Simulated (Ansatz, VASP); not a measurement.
# Ge: VASP beside Ansatz

Contents of INCAR:

```
SYSTEM = Ge
PREC = Accurate ; ENCUT = 520
EDIFF = 1E-6 ; ISMEAR = 0
SIGMA = 0.15 ; LREAL = .False.
LASPH = .True. ; NELM = 60
ALGO = Fast ; ISIF = 2
LWAVE = .False. ; LCHARG = .True.
GGA = PS ; LELF = .True.
LVHAR = .True. ; NBANDS = 36
```

Contents of KPOINTS:

```
regular mesh
0
Gamma
  12 12 8
  0 0 0
```

File POSCAR:

```
Ge
1.0
    0.0000000000     -2.8378616867     -2.8378616867
    0.0000000000      2.8378616867     -2.8378616867
    5.6757233734      0.0000000000      0.0000000000
Ge
4
Direct
    0.5653177232      0.5012822279      0.0000000000
   -0.0512226035      0.0128128918      0.5000000000
    0.0512226035      0.4987177721      0.2500000000
    0.4346822768     -0.0128128918      0.7500000000
```

Input for Ansatz:

```yaml
crystal:
  lattice:
    - [0.0, -2.8378616867, -2.8378616867]
    - [0.0, 2.8378616867, -2.8378616867]
    - [5.6757233734, 0.0, 0.0]
  atoms:
    - { symbol: Ge, position: [0.5653177232, 0.5012822279, 0.0] }
    - { symbol: Ge, position: [-0.0512226035, 0.0128128918, 0.5] }
    - { symbol: Ge, position: [0.0512226035, 0.4987177721, 0.25] }
    - { symbol: Ge, position: [0.4346822768, -0.0128128918, 0.75] }
basis:
  ecutwfc: 420
kpoints:
  mp_grid: { grid: [12, 12, 8] }
hamiltonian:
  xc: pbesol
  pseudopotentials: { kind: paw, azcp: { folder: soft_1 } }
scf:
  occupations: { method: gaussian, width: 0.15 }
output:
  forces: true
  stress: true
  eigenvalues: true
```

Change from the starting cell: mode 4 frozen in at -0.235 Å and mode 12 at -0.040 Å (largest displacements).

Alike in both runs: task single point; functional PBEsol; k mesh 12 × 12 × 8; occupations gaussian, width 0.15 eV; no spin polarisation.

|  | VASP | Ansatz |
| --- | --- | --- |
| version | VASP 6.6.1 | Ansatz 0.2.0 |
| potentials or method | VASP PAW PBE potentials, release 64 (Ge_d), cutoff 520 eV | scalar-relativistic, plane waves, PAW |
| valence electrons in the cell | 56 | 56 |

|  | VASP | Ansatz | Ansatz less VASP |
| --- | --- | --- | --- |
| gap on the k mesh at the Fermi level (eV) | none | none | - |
| pressure (GPa) | -0.7 | -0.6 | +0.08 |
| traceless stress, the component that is largest in VASP (GPa) | -2.07 | -2.09 | -0.015 |
| rms of the force components (eV/Å) | 0.562 | 0.561 | -0.0007 |

VASP's potentials were made for PBE, not for PBEsol, and Ansatz warns of the same on its side. Atom by atom the forces differ by 0.002 eV/Å (rms over components). A gap of «none» marks a metal or a gap that the smearing closes.
